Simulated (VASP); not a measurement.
# BN (P6_3/mmc) in VASP: a series of runs, part 2 of 2

VASP 6.6.1. The steps go on from the part before.

**3. Single point, LDA (volume 8.290 Å^3 an atom, c/a of the conventional cell 2.5481)**

INCAR

```
PREC     = Accurate       # precision mode
ENCUT    = 520            # plane-wave cutoff, eV
EDIFF    = 1E-7           # SCF threshold, eV
ISMEAR   = 0              # smearing method
SIGMA    = 0.05           # smearing width, eV
LREAL    = F              # projectors in reciprocal space
LASPH    = T              # aspherical terms in the spheres
NELM     = 60             # most SCF steps
ALGO     = Normal         # electronic algorithm
ISIF     = 2              # what is computed and relaxed
LWAVE    = F              # write WAVECAR
LCHARG   = F              # write CHGCAR
GGA      = CA             # functional
NBANDS   = 16             # bands
```

KPOINTS

```
Automatic mesh
0
Gamma
  12 12 4
```

POSCAR

```
BN
1.0
    2.4676817020      0.0000000000      0.0000000000
   -1.2338408510      2.1370750424      0.0000000000
    0.0000000000      0.0000000000      6.2878997448
B N
2 2
Direct
    0.3333333333      0.6666666667      0.2500000000
    0.6666666667      0.3333333333      0.7500000000
    0.3333333333      0.6666666667      0.7500000000
    0.6666666667      0.3333333333      0.2500000000
```

Potentials or basis: VASP PAW LDA potentials, release 64 (B, N).

On the command line:

```bash
> cat potpaw_LDA.64/B/POTCAR potpaw_LDA.64/N/POTCAR > POTCAR
> mpirun -np 1 vasp_std > vasp.out
```

OUTCAR:

```text
PREC = Accurate
   ENCUT = 520
   EDIFF = 1E-7
   ISMEAR = 0
   LREAL = F
   LASPH = T
   NELM = 60
   ISIF = 2
   GGA = CA

 ion  position               nearest neighbor table
   1  0.333  0.667  0.250-   4 1.42   4 1.42   4 1.42
   2  0.667  0.333  0.750-   3 1.42   3 1.42   3 1.42
   3  0.333  0.667  0.750-   2 1.42   2 1.42   2 1.42
   4  0.667  0.333  0.250-   1 1.42   1 1.42   1 1.42

  LATTYP: Found a hexagonal cell.
 ALAT       =     2.4676817020
 C/A-ratio  =     2.5481000000

  Lattice vectors:

 A1 = (   2.4676817020,   0.0000000000,   0.0000000000)
 A2 = (  -1.2338408510,   2.1370750424,   0.0000000000)
 A3 = (   0.0000000000,   0.0000000000,   6.2878997448)

Analysis of symmetry for initial positions (statically):
=====================================================================
 Subroutine PRICEL returns:
 Original cell was already a primitive cell.

 Routine SETGRP: Setting up the symmetry group for a
 hexagonal supercell.

 Subroutine GETGRP returns: Found 24 space group operations
 (whereof 12 operations were pure point group operations)
[... 173 lines left out ...]
 cond. band min:       6.8758587599   @ k =   0.5000   0.0000   0.0000
 fundamental gap:      4.0175897357
 Fermi energy:         3.1432076489

 k-point     1 :       0.0000    0.0000    0.0000
  band No.  band energies     occupation
      1     -15.1119      2.00000
      2     -14.6496      2.00000
      3      -4.0049      2.00000
      4      -1.1952      2.00000
      5       1.5191      2.00000
      6       1.5191      2.00000
[... 433 lines left out ...]
      3      -4.1393      2.00000
      4      -4.0422      2.00000
      5      -0.8336      2.00000
      6      -0.7648      2.00000
[... 8 lines left out ...]
     15      20.0820      0.00000
     16      21.8822      0.00000

 [... further k-points ...]

------------------------ aborting loop because EDIFF is reached ----------------------------------------

  FORCE on cell =-STRESS in cart. coord.  units (eV):
  Direction    XX          YY          ZZ          XY          YZ          ZX
  --------------------------------------------------------------------------------------
  -------------------------------------------------------------------------------------
  Total        2.3520251      2.3520251      0.2084188      0.0000000     -0.0000000      0.0000000
  in kB      113.6417743    113.6417743     10.0700803      0.0000000     -0.0000000      0.0000000
  external PRESSURE =      79.1178763 kB  Pullay stress =       0.0000000 kB

 VOLUME and BASIS-vectors are now :
 -----------------------------------------------------------------------------
  energy-cutoff  :      520.00
  volume of cell :       33.16
      direct lattice vectors                 reciprocal lattice vectors
     2.467681702  0.000000000  0.000000000     0.405238649  0.233964643  0.000000000
    -1.233840851  2.137075042  0.000000000     0.000000000  0.467929287  0.000000000
     0.000000000  0.000000000  6.287899745     0.000000000  0.000000000  0.159035615

 POSITION                                       TOTAL-FORCE (eV/Angst)
 -----------------------------------------------------------------------------------
     -0.00000      1.42472      1.57197         0.000000      0.000000      0.000000
      1.23384      0.71236      4.71592        -0.000000     -0.000000      0.000000
     -0.00000      1.42472      4.71592         0.000000      0.000000      0.000000
      1.23384      0.71236      1.57197        -0.000000      0.000000      0.000000
 -----------------------------------------------------------------------------------
    total drift:                                0.000000     -0.000000      0.000000

  FREE ENERGIE OF THE ION-ELECTRON SYSTEM (eV)
  ---------------------------------------------------
  free  energy   TOTEN  =       -38.5546788850 eV

  energy  without entropy=      -38.5546788850  energy(sigma->0) =      -38.55467889
```

OSZICAR:

```text
N       E                     dE             d eps       ncg     rms          rms(c)
DAV:   1     0.412176670285E+02    0.41218E+02   -0.80745E+03  1832   0.929E+02
DAV:   2    -0.401031158702E+02   -0.81321E+02   -0.74534E+02  2480   0.210E+02
DAV:   3    -0.427646520277E+02   -0.26615E+01   -0.26508E+01  2416   0.369E+01
DAV:   4    -0.427774627393E+02   -0.12811E-01   -0.12809E-01  2240   0.293E+00
DAV:   5    -0.427775630668E+02   -0.10033E-03   -0.10033E-03  2336   0.241E-01    0.114E+01
DAV:   6    -0.390698694086E+02    0.37077E+01   -0.57471E+00  2168   0.183E+01    0.497E+00
DAV:   7    -0.386757243645E+02    0.39415E+00   -0.53914E-01  2456   0.516E+00    0.306E+00
DAV:   8    -0.385601599783E+02    0.11556E+00   -0.27007E-01  2360   0.356E+00    0.471E-01
DAV:   9    -0.385547040309E+02    0.54559E-02   -0.16183E-02  2144   0.992E-01    0.192E-01
DAV:  10    -0.385546683523E+02    0.35679E-04   -0.69927E-04  2360   0.197E-01    0.246E-02
DAV:  11    -0.385546790755E+02   -0.10723E-04   -0.29291E-05  2112   0.435E-02    0.183E-02
DAV:  12    -0.385546789122E+02    0.16331E-06   -0.57514E-06  2232   0.176E-02    0.138E-03
DAV:  13    -0.385546788850E+02    0.27167E-07   -0.29548E-07  2368   0.377E-03
   1 F= -.38554679E+02 E0= -.38554679E+02  d E =-.462384E-17
```

stdout:

```text
POSCAR found type information on POSCAR B N
 POSCAR found :  2 types and       4 ions
 scaLAPACK will be used
 LDA part: xc-table for (Slater(with rela. corr.)+CA(PZ))
 , standard interpolation
 POSCAR, INCAR and KPOINTS ok, starting setup
 FFT: planning ... GRIDC
 FFT: planning ... GRID_SOFT
 FFT: planning ... GRID
 WAVECAR not read
 entering main loop
```

Run time: 15 s. Hardware: 1 thread of AMD EPYC 9R45 (Zen 5), shared host; peak memory 0.11 GiB.

Results:

| Property | Result |
| --- | --- |
| Free energy | -38.5547 eV |
| Pressure | 7.9 GPa |
| Band gap on the k mesh | 4.02 eV, indirect (least direct gap 4.41 eV) |

Stress tensor (GPa, compression positive):
```
11.36  0.00  0.00
 0.00 11.36  0.00
 0.00  0.00  1.01
```

Levels at points of the mesh, in eV from the valence-band top:
| k point | band 4 | band 5 | band 6 | band 7 | band 8 | band 9 | band 10 | band 11 | band 12 | band 13 |
| --- | --- | --- | --- | --- | --- | --- | --- | --- | --- | --- |
| (0.00, 0.00, 0.00) | -4.05 | -1.34 | -1.34 | -1.28 | -1.28 | 5.30 | 10.84 | 11.72 | 11.72 | 11.91 |
| (0.50, 0.00, 0.00) | -9.01 | -4.28 | -4.18 | -1.76 | -0.40 | 4.02 | 5.84 | 9.89 | 10.31 | 12.69 |
| (0.00, 0.00, 0.50) | -5.64 | -1.31 | -1.31 | -1.31 | -1.31 | 8.09 | 8.09 | 11.81 | 11.81 | 11.81 |
| (0.50, 0.00, 0.50) | -9.06 | -4.23 | -4.23 | -1.03 | -1.03 | 4.58 | 4.58 | 10.36 | 10.36 | 13.72 |

**4. Single point, LDA (volume 8.290 Å^3 an atom, c/a of the conventional cell 2.4281)**

INCAR

```
PREC = Accurate
ENCUT = 520
EDIFF = 1E-7
ISMEAR = 0
SIGMA = 0.05
LREAL = False
LASPH = True
NELM = 80
ALGO = Normal
ISIF = 2
LWAVE = False
LCHARG = False
GGA = CA
NBANDS = 16
```

KPOINTS is that of step 3.

POSCAR

```
BN
1.0
    2.5076818717      0.0000000000      0.0000000000
   -1.2538409359      2.1717162055      0.0000000000
    0.0000000000      0.0000000000      6.0889023528
B N
2 2
Direct
    0.3333333333      0.6666666667      0.2500000000
    0.6666666667      0.3333333333      0.7500000000
    0.3333333333      0.6666666667      0.7500000000
    0.6666666667      0.3333333333      0.2500000000
```

On the command line:

```bash
> cat potpaw_LDA.64/B/POTCAR potpaw_LDA.64/N/POTCAR > POTCAR
> mpirun -np 1 vasp_std > vasp.out
```

It took 17 s on 1 thread of AMD EPYC 9R45 (Zen 5), shared host; peak memory 0.11 GiB.

It converged, with:

```
Free energy            : -38.5545 eV
Pressure               : -4.4 GPa
Band gap on the k mesh : 3.90 eV, indirect (least direct gap 4.20 eV)
```

Stress tensor (GPa, compression positive):
```
-7.74  0.00  0.00
 0.00 -7.74  0.00
 0.00  0.00  2.39
```

Levels at points of the mesh, in eV from the valence-band top:
| k point | band 6 | band 7 | band 8 | band 9 | band 10 | band 11 |
| --- | --- | --- | --- | --- | --- | --- |
| (0.00, 0.00, 0.00) | -1.44 | -1.35 | -1.35 | 5.58 | 10.97 | 11.25 |
| (0.50, 0.00, 0.00) | -4.12 | -1.90 | -0.31 | 3.90 | 5.90 | 9.49 |
| (0.00, 0.00, 0.50) | -1.40 | -1.40 | -1.40 | 8.45 | 8.45 | 11.37 |
| (0.50, 0.00, 0.50) | -4.19 | -1.03 | -1.03 | 4.45 | 4.45 | 9.84 |

 A k mesh can miss the band edges.

**5. Single point, LDA (volume 9.543 Å^3 an atom, c/a of the conventional cell 2.7393)**

INCAR

```
SYSTEM = BN
ALGO = Normal
EDIFF = 1E-7
ENCUT = 520
GGA = CA
ISIF = 2
ISMEAR = 0
LASPH = .True.
LCHARG = .False.
LREAL = .False.
LWAVE = .False.
NBANDS = 16
NELM = 60
PREC = Accurate
SIGMA = 0.05
```

KPOINTS

```
k-points
0
Gamma
  12 12 4
  0 0 0
```

POSCAR

```
BN
1.0
    2.5245940945      0.0000000000      0.0000000000
   -1.2622970473      2.1863626201      0.0000000000
    0.0000000000      0.0000000000      6.9156206031
B N
2 2
Direct
    0.3333333333      0.6666666667      0.2500000000
    0.6666666667      0.3333333333      0.7500000000
    0.3333333333      0.6666666667      0.7500000000
    0.6666666667      0.3333333333      0.2500000000
```

Potentials or basis: VASP PAW LDA potentials, release 64 (B, N).

On the command line:

```bash
> cat potpaw_LDA.64/B/POTCAR potpaw_LDA.64/N/POTCAR > POTCAR
> mpirun -np 1 vasp_std > vasp.out
```

OUTCAR:

```text
SYSTEM = BN
   EDIFF = 1E-7
   ENCUT = 520
   GGA = CA
   ISIF = 2
   ISMEAR = 0
   LASPH = .True.
   LREAL = .False.
   NELM = 60
   PREC = Accurate

 ion  position               nearest neighbor table
   1  0.333  0.667  0.250-   4 1.46   4 1.46   4 1.46
   2  0.667  0.333  0.750-   3 1.46   3 1.46   3 1.46
   3  0.333  0.667  0.750-   2 1.46   2 1.46   2 1.46
   4  0.667  0.333  0.250-   1 1.46   1 1.46   1 1.46

  LATTYP: Found a hexagonal cell.
 ALAT       =     2.5245940945
 C/A-ratio  =     2.7393000000

  Lattice vectors:

 A1 = (   2.5245940945,   0.0000000000,   0.0000000000)
 A2 = (  -1.2622970473,   2.1863626201,   0.0000000000)
 A3 = (   0.0000000000,   0.0000000000,   6.9156206031)

Analysis of symmetry for initial positions (statically):
=====================================================================
 Subroutine PRICEL returns:
 Original cell was already a primitive cell.

 Routine SETGRP: Setting up the symmetry group for a
 hexagonal supercell.

 Subroutine GETGRP returns: Found 24 space group operations
 (whereof 12 operations were pure point group operations)
 out of a pool of 24 trial point group operations.

The static configuration has the point symmetry D_3d.
 The point group associated with its full space group is D_6h.

Analysis of symmetry for dynamics (positions and initial velocities):
=====================================================================
 Subroutine PRICEL returns:
 Original cell was already a primitive cell.

 Routine SETGRP: Setting up the symmetry group for a
 hexagonal supercell.

 Subroutine GETGRP returns: Found 24 space group operations
 (whereof 12 operations were pure point group operations)
 out of a pool of 24 trial point group operations.

The dynamic configuration has the point symmetry D_3d.
 The point group associated with its full space group is D_6h.

 Subroutine INISYM returns: Found 24 space group operations
[... 123 lines left out ...]
  Fermi-wavevector in a.u.,A,eV,Ry     =   1.225180  2.315254 20.423239  1.501066
  Thomas-Fermi vector in A             =   2.360227
   LORBIT       =      0    0 simple, 1 ext, 2 COOP (PROOUT), +10 PAW based schemes
   GGA     = CA    functional components
   LHFCALC =     F    Hartree Fock is set to
   AEXX    =    0.0000 exact exchange contribution
   IVDW    =     0    specifies the selected vdW correction
   LEPSILON=     F    determine dielectric tensor
   LRPA    =     F    only Hartree local field effects (RPA)
 non-spin polarized calculation
 Gauss-broadening in eV      SIGMA  =   0.05
  energy-cutoff  :      520.00
  volume of cell :       38.17
 maximum number of plane-waves:      1052
 NGX is ok and might be reduce to    20
   NGX =  9   NGY =  9   NGZ = 25

 number of electron      15.9999999 magnetization

 Free energy of the ion-electron system (eV)
  ---------------------------------------------------
  ext. energy  EPLUGINS =         0.00000000
  ---------------------------------------------------
  free energy    TOTEN  =       -38.52669401 eV

  energy without entropy =      -38.52669401  energy(sigma->0) =      -38.52669401

 E-fermi :   2.0394     XC(G=0): -10.2169

 val. band max:        1.7173016984   @ k =   0.3333   0.3333   0.5000
 cond. band min:       5.8147835947   @ k =   0.5000   0.0000   0.0000
 fundamental gap:      4.0974818963
 Fermi energy:         2.0393933612

 k-point     1 :       0.0000    0.0000    0.0000
  band No.  band energies     occupation
      1     -15.6913      2.00000
      2     -15.4585      2.00000
      3      -4.3247      2.00000
      4      -2.4873      2.00000
      5       0.3457      2.00000
      6       0.3457      2.00000
[... 433 lines left out ...]
      3      -5.0684      2.00000
      4      -5.0267      2.00000
      5      -1.8528      2.00000
      6      -1.8215      2.00000
[... 8 lines left out ...]
     15      17.7711      0.00000
     16      19.7539      0.00000

 [... further k-points ...]

------------------------ aborting loop because EDIFF is reached ----------------------------------------

  FORCE on cell =-STRESS in cart. coord.  units (eV):
  Direction    XX          YY          ZZ          XY          YZ          ZX
  --------------------------------------------------------------------------------------
  -------------------------------------------------------------------------------------
  Total       -3.2733713     -3.2733713     -0.3166065      0.0000000     -0.0000000      0.0000000
  in kB     -137.3918400   -137.3918400    -13.2887921      0.0000000     -0.0000000      0.0000000
  external PRESSURE =     -96.0241574 kB  Pullay stress =       0.0000000 kB

 VOLUME and BASIS-vectors are now :
 -----------------------------------------------------------------------------
  energy-cutoff  :      520.00
  volume of cell :       38.17
      direct lattice vectors                 reciprocal lattice vectors
     2.524594094  0.000000000  0.000000000     0.396103279  0.228690335  0.000000000
    -1.262297047  2.186362620  0.000000000     0.000000000  0.457380670  0.000000000
     0.000000000  0.000000000  6.915620603     0.000000000  0.000000000  0.144600182

 POSITION                                       TOTAL-FORCE (eV/Angst)
 -----------------------------------------------------------------------------------
     -0.00000      1.45758      1.72891         0.000000     -0.000000      0.000000
      1.26230      0.72879      5.18672        -0.000000      0.000000      0.000000
     -0.00000      1.45758      5.18672         0.000000      0.000000      0.000000
      1.26230      0.72879      1.72891         0.000000     -0.000000      0.000000
 -----------------------------------------------------------------------------------
    total drift:                               -0.000000      0.000000     -0.000000

  FREE ENERGIE OF THE ION-ELECTRON SYSTEM (eV)
  ---------------------------------------------------
  free  energy   TOTEN  =       -38.5266940062 eV

  energy  without entropy=      -38.5266940062  energy(sigma->0) =      -38.52669401
```

Run time: 20 s. Hardware: 1 thread of AMD EPYC 9R45 (Zen 5), shared host; peak memory 0.12 GiB.

What came out:

```
Free energy            : -38.5267 eV
Pressure               : -9.6 GPa
Band gap on the k mesh : 4.10 eV, indirect (least direct gap 4.45 eV)
```

 A k mesh can miss the band edges.

**6. Single point, LDA (volume 9.543 Å^3 an atom, c/a of the conventional cell 2.8746)**

INCAR

```
ALGO = Normal
EDIFF = 1E-7
ENCUT = 520
GGA = CA
ISIF = 2
ISMEAR = 0
LASPH = True
LCHARG = False
LREAL = False
LWAVE = False
NBANDS = 16
NELM = 80
PREC = Accurate
SIGMA = 0.05
```

KPOINTS

```
k-points
0
Gamma
  12 12 4
```

POSCAR

```
BN
1.0
    2.4843471818      0.0000000000      0.0000000000
   -1.2421735909      2.1515077713      0.0000000000
    0.0000000000      0.0000000000      7.1415044089
B N
2 2
Direct
    0.3333333333      0.6666666667      0.2500000000
    0.6666666667      0.3333333333      0.7500000000
    0.3333333333      0.6666666667      0.7500000000
    0.6666666667      0.3333333333      0.2500000000
```

Potentials or basis: VASP PAW LDA potentials, release 64 (B, N).

On the command line:

```bash
> cat potpaw_LDA.64/B/POTCAR potpaw_LDA.64/N/POTCAR > POTCAR
> mpirun -np 1 vasp_std > vasp.out
```

Run time: 20 s. Hardware: 1 thread of AMD EPYC 9R45 (Zen 5), shared host; peak memory 0.11 GiB.

The run converged. Its results:

* Free energy: -38.5597 eV
* Pressure: 1.1 GPa
* Band gap on the k mesh: 4.23 eV, indirect (least direct gap 4.58 eV)

Stress tensor (GPa, compression positive):
```
 2.48  0.00  0.00
 0.00  2.48  0.00
 0.00  0.00 -1.54
```

Levels at points of the mesh, in eV from the valence-band top:
| k point | band 4 | band 5 | band 6 | band 7 | band 8 | band 9 | band 10 | band 11 | band 12 | band 13 |
| --- | --- | --- | --- | --- | --- | --- | --- | --- | --- | --- |
| (0.00, 0.00, 0.00) | -4.63 | -1.32 | -1.32 | -1.30 | -1.30 | 4.49 | 9.14 | 11.64 | 11.64 | 11.71 |
| (0.50, 0.00, 0.00) | -8.92 | -4.19 | -4.16 | -1.31 | -0.61 | 4.23 | 5.29 | 9.62 | 10.23 | 12.07 |
| (0.00, 0.00, 0.50) | -5.47 | -1.31 | -1.31 | -1.31 | -1.31 | 6.53 | 6.53 | 11.68 | 11.68 | 11.68 |
| (0.50, 0.00, 0.50) | -8.94 | -4.18 | -4.18 | -0.95 | -0.95 | 4.62 | 4.62 | 10.08 | 10.08 | 12.93 |

**7. Overview**

```csv
cell,gap on the mesh (eV),pressure (GPa)
"a = 2.390, b = 2.390, c = 6.705 Å, angles 90.0, 90.0, 120.0°, 4 atoms",4.29,35.8
"a = 2.468, b = 2.468, c = 6.288 Å, angles 90.0, 90.0, 120.0°, 4 atoms",4.02,7.9
"a = 2.508, b = 2.508, c = 6.089 Å, angles 90.0, 90.0, 120.0°, 4 atoms",3.90,-4.4
"a = 2.525, b = 2.525, c = 6.916 Å, angles 90.0, 90.0, 120.0°, 4 atoms",4.10,-9.6
"a = 2.484, b = 2.484, c = 7.142 Å, angles 90.0, 90.0, 120.0°, 4 atoms",4.23,1.1
```

Alike in all rows: task single point; level LDA; potentials or basis VASP PAW LDA potentials, release 64 (B, N); no spin polarisation; k mesh 12 × 12 × 4; cutoff (eV) 520; smearing gaussian 0.05 eV.

Total energies depend on the potentials used, so only differences within one code and one set of settings carry meaning.
